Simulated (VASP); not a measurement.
A run of VASP 6.6.1:

File POSCAR:

```
Ca2F
1.0
    5.8280642356      0.0000000000      0.0000000000
   -2.9140321178      5.0472516829      0.0000000000
    0.0000000000      0.0000000000      3.4796466947
Ca F
2 1
Direct
    0.3333333333      0.6666666667      0.5000000000
    0.6666666667      0.3333333333      0.5000000000
    0.0000000000      0.0000000000      0.0000000000
```

INCAR.step1

```
SYSTEM = Ca2F
PREC = Accurate ; ENCUT = 520
ISMEAR = 0 ; SIGMA = 0.1
LREAL = .FALSE. ; LASPH = .TRUE.
NELM = 80 ; NBANDS = 20
GGA = PE ; ALGO = Normal
EDIFF = 1E-4 ; LWAVE = .TRUE.
LCHARG = .FALSE.
```

Contents of INCAR.step2:

```
SYSTEM = Ca2F
PREC = Accurate ; ENCUT = 520
EDIFF = 1E-6 ; ISMEAR = 0
SIGMA = 0.1 ; LREAL = .FALSE.
LASPH = .TRUE. ; NELM = 80
ALGO = Normal ; ISIF = 2
LWAVE = .FALSE. ; LCHARG = .FALSE.
METAGGA = R2SCAN ; LMIXTAU = .TRUE.
NBANDS = 20 ; ISTART = 1
```

File KPOINTS:

```
Automatic mesh
0
G
  12 12 10
  0 0 0
```

Potentials or basis: VASP PAW PBE potentials, release 64 (Ca_sv, F).

Run with:

```console
$ cat potpaw_PBE.64/Ca_sv/POTCAR potpaw_PBE.64/F/POTCAR > POTCAR
$ cp INCAR.step1 INCAR
$ mpirun -np 1 vasp_std > vasp.out
$ cp INCAR.step2 INCAR
$ mpirun -np 1 vasp_std > vasp.out
```

Hardware: 1 thread of Oxide Virtual Turin-like Processor, with other jobs on the host.

Task: Estimate the wall time of this run.

Result: It took 11 min on 1 thread of Oxide Virtual Turin-like Processor, with other jobs on the host, peak memory 0.37 GiB. Counts: k points 114.
